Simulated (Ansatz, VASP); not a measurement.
## Two plane-wave programs on Al4As3N

File INCAR:

```
  PREC = Accurate
  ENCUT = 520
  EDIFF = 1E-7
  ISMEAR = -1
  SIGMA = 0.02
  LREAL = False
  LASPH = True
  NELM = 60
  ALGO = Normal
  ISIF = 2
  LWAVE = False
  LCHARG = True
  GGA = PE
  LELF = True
  LVHAR = True
  NBANDS = 26
```

Contents of KPOINTS:

```
regular mesh
0
Gamma
  8 8 8
```

POSCAR

```
Al4As3N
1.0
    1.9013708603      1.0977569780     12.4661105625
   -1.9013708603      1.0977569780     12.4661105625
    0.0000000000     -2.1955139560     12.4661105625
N As Al
1 3 4
Direct
   -0.0012501390     -0.0012501390     -0.0012501390
    0.7431156660      0.7431156660      0.7431156660
    0.4996156845      0.4996156845      0.4996156845
    0.2562076154      0.2562076154      0.2562076154
    0.6783038742      0.6783038742      0.6783038742
    0.4344334300      0.4344334300      0.4344334300
    0.1910931569      0.1910931569      0.1910931569
    0.9484807120      0.9484807120      0.9484807120
```

Input for Ansatz:

```yaml
crystal:
  lattice:
    - [1.9013708603, 1.097756978, 12.4661105625]
    - [-1.9013708603, 1.097756978, 12.4661105625]
    - [0.0, -2.195513956, 12.4661105625]
  atoms:
    - { symbol: "N", position: [-0.001250139, -0.001250139, -0.001250139] }
    - { symbol: As, position: [0.743115666, 0.743115666, 0.743115666] }
    - { symbol: As, position: [0.4996156845, 0.4996156845, 0.4996156845] }
    - { symbol: As, position: [0.2562076154, 0.2562076154, 0.2562076154] }
    - { symbol: Al, position: [0.6783038742, 0.6783038742, 0.6783038742] }
    - { symbol: Al, position: [0.43443343, 0.43443343, 0.43443343] }
    - { symbol: Al, position: [0.1910931569, 0.1910931569, 0.1910931569] }
    - { symbol: Al, position: [0.948480712, 0.948480712, 0.948480712] }
kpoints:
  mp_grid: { grid: [8, 8, 8] }
  band_path:
    path:
      - [[0.0, 0.0, 0.0], [-0.5, -0.5, -0.5], [-0.5, -0.1718362936213, -0.8281637063787]]
      - [[-0.1718362936213, 0.1718362936213, -0.5], [-3.609394397414e-16, 9.847401424781e-17, -0.5], [0.0, 0.0, 0.0], [-4.804691703015e-16, 0.3359181468106, -0.3359181468106]]
      - [[-0.3359181468106, 7.120077681157e-17, -0.6640818531894], [-0.5, 7.120077681157e-17, -0.5], [0.0, 0.0, 0.0]]
    npoints: 10
hamiltonian:
  xc: pbe
scf:
  occupations: { method: fermi_dirac, width: 0.02 }
  n_extra_bands: 6
output:
  forces: true
  stress: true
  eigenvalues: true
  write_density: true
  write_potential: true
  elf: true
  volumetric_format: npy
```

Alike in both runs: task single point; functional PBE; k mesh 8 × 8 × 8; occupations fermi-dirac, width 0.02 eV; no spin polarisation.

|  | VASP | Ansatz |
| --- | --- | --- |
| version | VASP 6.6.1 | Ansatz 0.2.0 |
| potentials or method | VASP PAW PBE potentials, release 64 (N, As, Al) | plane waves, PAW |
| plane-wave cutoff (eV) | 520 | 420 |
| valence electrons in the cell | 32 | 62 |

VASP gave:

* pressure (GPa): 2.5
* traceless stress, the component that is largest in VASP (GPa): 0.27
* rms of the force components (eV/Å): 0.069

What did Ansatz give for the same quantities?

Pressure (GPa): 2.3; traceless stress, the component that is largest in VASP (GPa): 0.26; rms of the force components (eV/Å): 0.067.

Atom by atom the forces differ by 0.006 eV/Å (rms over components). VASP's potentials hold 32 valence electrons a cell and Ansatz's 62, so a difference there can come from the potentials and not from the codes.
